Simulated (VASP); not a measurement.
## YSi2C2: single point with r2SCAN

The system is YSi2C2.

```
CELL_PARAMETERS angstrom
6.21082 0.00000 0.00000
0.00000 6.21082 0.00000
0.00000 0.00000 3.58131
ATOMIC_POSITIONS crystal
Y 0.00000 0.00000 0.00000
Y 0.50000 0.50000 0.00000
Si 0.36264 0.86264 0.50000
Si 0.13736 0.36264 0.50000
Si 0.63736 0.13736 0.50000
Si 0.86264 0.63736 0.50000
C 0.15915 0.65915 0.50000
C 0.34085 0.15915 0.50000
C 0.84085 0.34085 0.50000
C 0.65915 0.84085 0.50000
```

```json
{
 "Program": "VASP 6.6.1",
 "Task": "single point",
 "Functional": "r2SCAN",
 "Potentials or basis": "VASP PAW PBE potentials, release 64 (Y_sv, Si, C)",
 "Cutoff": "660 eV",
 "k mesh": "5 × 5 × 8",
 "Occupations": "fermi-dirac, width 0.0728 eV",
 "Spin": "no spin polarisation",
 "Dipole correction": "no",
 "Further INCAR settings": "ALGO = Normal; EDIFF = 1e-06; NBANDS = 38"
}
```

```yaml
Pressure: -0.2 GPa
Largest_force: 0.005 eV/Å
Band_gap_on_the_k_mesh: zero (bands 27 and 28 overlap by 0.78 eV)
```

Forces in eV/Å, atoms in the order of the input:
```
Y    0.000  0.000  0.000
Y    0.000  0.000  0.000
Si  -0.004 -0.004  0.000
Si   0.004 -0.004  0.000
Si   0.004  0.004  0.000
Si  -0.004  0.004  0.000
C    0.000  0.000  0.000
C    0.000  0.000  0.000
C    0.000  0.000  0.000
C    0.000  0.000  0.000
```

Stress tensor (GPa, compression positive):
```
-0.26  0.00  0.00
 0.00 -0.26  0.00
 0.00  0.00 -0.09
```

Levels at points of the mesh, in eV from the Fermi level:
| k point | band 24 | band 25 | band 26 | band 27 | band 28 | band 29 | band 30 | band 31 |
| --- | --- | --- | --- | --- | --- | --- | --- | --- |
| (0.00, 0.00, 0.00) | -3.21 | -2.00 | -1.14 | -0.52 | 0.30 | 0.44 | 0.68 | 0.68 |
| (0.00, 0.00, 0.50) | -4.32 | -3.84 | -0.53 | -0.53 | -0.17 | -0.17 | 1.35 | 1.70 |

It took 27 min on 1 thread of Intel Xeon 8259CL, with other jobs on the host, peak memory 0.46 GiB.

Caveat: the PAW data sets were made with another functional, which shifts forces and pressure a little.
